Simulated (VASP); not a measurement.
Runs of VASP 6.6.1 on Ti. The structure is that of space group R-3m (No. 166), or close to it. The cells are those of the table. 

| cell | gap on the mesh (eV) | pressure (GPa) |
| --- | --- | --- |
| a = 2.575 Å, angles 82.7°, 1 atom | none | 3.0 |
| a = 2.630 Å, angles 75.3°, 1 atom | none | 1.0 |
| a = 3.943 Å, angles 33.6°, 1 atom | none | 27.4 |
| a = 3.294 Å, angles 45.7°, 1 atom | none | (a) |

Alike in all rows: task single point; level PBEsol; potentials or basis VASP PAW PBE potentials, release 64 (Ti_sv); no spin polarisation; k mesh 28 × 28 × 28; cutoff (eV) 520; smearing gaussian 0.15 eV.

Task: Estimate the missing entries.

Result: (a) 2.1.

Caveats: the PAW data sets were made with another functional, which shifts forces and pressure a little.

A gap of «none» marks levels without a gap at the run's occupations.
